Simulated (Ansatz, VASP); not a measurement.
# ZrSi2: VASP beside Ansatz

```
Zr Si
1.0
     1.83712   -7.28298    0.00000
     1.83712    7.28298    0.00000
     0.00000    0.00000    3.65676
Zr Si
2 4
Direct
  0.89528 0.10472 0.25000
  0.10472 0.89528 0.75000
  0.55396 0.44604 0.25000
  0.44604 0.55396 0.75000
  0.25023 0.74977 0.25000
  0.74977 0.25023 0.75000
```

Alike in both runs: functional PBEsol; k mesh 10 × 10 × 10; occupations gaussian, width 0.1 eV; no spin polarisation.

Ansatz relaxed the structure, and its values are those at the end. VASP's run is a single point on that final structure, the one shown.

|  | VASP | Ansatz |
| --- | --- | --- |
| version | VASP 6.6.1 | Ansatz 0.2.0 |
| potentials or method | VASP PAW PBE potentials, release 64 (Zr_sv, Si), cutoff 520 eV | scalar-relativistic, plane waves, PAW |
| valence electrons in the cell | 40 | 40 |

```tsv
	VASP	Ansatz	Ansatz less VASP
gap on the k mesh at the Fermi level (eV)	none	none	-
pressure (GPa)	0.2	0.0	-0.18
```

VASP's potentials were made for PBE, not for PBEsol. A gap of «none» marks a metal or a gap that the smearing closes. With one functional, cell and mesh, what is left measures potentials, basis and numerics.
